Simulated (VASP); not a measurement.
C:

```
C
1.0
     2.12732   -1.22828    0.00000
     2.12732    1.22828    0.00000
    -1.37907    0.00000    3.50283
C
2
Cartesian
  -0.6699 0.0000 3.5025
  3.5455 0.0000 0.0003
```

- Program: VASP 6.6.1
- Task: relaxation of cell and atoms
- Functional: revPBE
- Potentials or basis: VASP PAW PBE potentials, release 64 (C)
- Cutoff: 600 eV
- k mesh: 13 × 13 × 8
- Occupations: fermi-dirac, width 0.05 eV
- Spin: no spin polarisation

At the start: pressure 6.7 GPa; volume 9.15 Å³/atom.

How do energy, volume and symmetry change on relaxing?

Over 24 steps the energy falls by 21.8 meV/atom and the volume is 11.27 Å³/atom (+23.2 %); space group R-3m (No. 166, to 0.1 Å) before and after.

Step by step:
| step | energy change (eV) | largest force (eV/Å) | pressure (GPa) | volume (Å³) |
| --- | --- | --- | --- | --- |
| 1 | 0.0000 | 0.0047 | 6.69 | 18.31 |
| 2 | 0.0224 | 0.0076 | -10.21 | 19.34 |
| 3 | -0.0077 | 0.0021 | 0.57 | 18.65 |
| 4 | -0.0110 | 0.0042 | 0.50 | 18.81 |
| 5 | -0.0194 | 0.0215 | 0.34 | 19.31 |
| 6 | -0.0315 | 0.0574 | 0.13 | 20.30 |
| 7 | -0.0429 | 0.1316 | -0.25 | 22.28 |
| 8 | 0.0644 | 3.2269 | 6.47 | 22.51 |
| 9 | -0.0433 | 0.0275 | 0.04 | 22.29 |
| 10 | -0.0433 | 0.0384 | 0.08 | 22.29 |
| 11 | -0.0433 | 0.0408 | 0.10 | 22.30 |
| 12 | -0.0417 | 0.3068 | 0.67 | 22.41 |
| 13 | -0.0433 | 0.0153 | 0.17 | 22.31 |
| 14 | -0.0433 | 0.0577 | -0.52 | 22.48 |
| 15 | -0.0434 | 0.0275 | -0.11 | 22.39 |
| 16 | -0.0435 | 0.0195 | -0.14 | 22.43 |
| 17 | -0.0435 | 0.0178 | -0.09 | 22.44 |
| 18 | -0.0435 | 0.0143 | -0.08 | 22.46 |
| 19 | -0.0435 | 0.0086 | -0.05 | 22.51 |
| 20 | -0.0436 | 0.0234 | 0.16 | 22.52 |
| 21 | -0.0436 | 0.0148 | 0.12 | 22.51 |
| 22 | -0.0436 | 0.0179 | 0.04 | 22.54 |
| 23 | -0.0436 | 0.0058 | 0.08 | 22.53 |
| 24 | -0.0436 | 0.0074 | -0.03 | 22.55 |

Final structure:
```
CELL_PARAMETERS angstrom
2.14336 -1.23762 -0.00352
2.14336 1.23762 -0.00352
-1.39513 0.00000 4.25207
ATOMIC_POSITIONS crystal
C 0.16669 0.16669 0.00001
C 0.83331 0.83331 0.99999
```

Caveat: the volume moved by over 15 % at a fixed basis, so the end points are rough; this functional lacks dispersion, which binds the layers, so the pressure and a relaxed spacing across them are unreliable; the PAW data sets were made with another functional, which shifts forces and pressure a little.
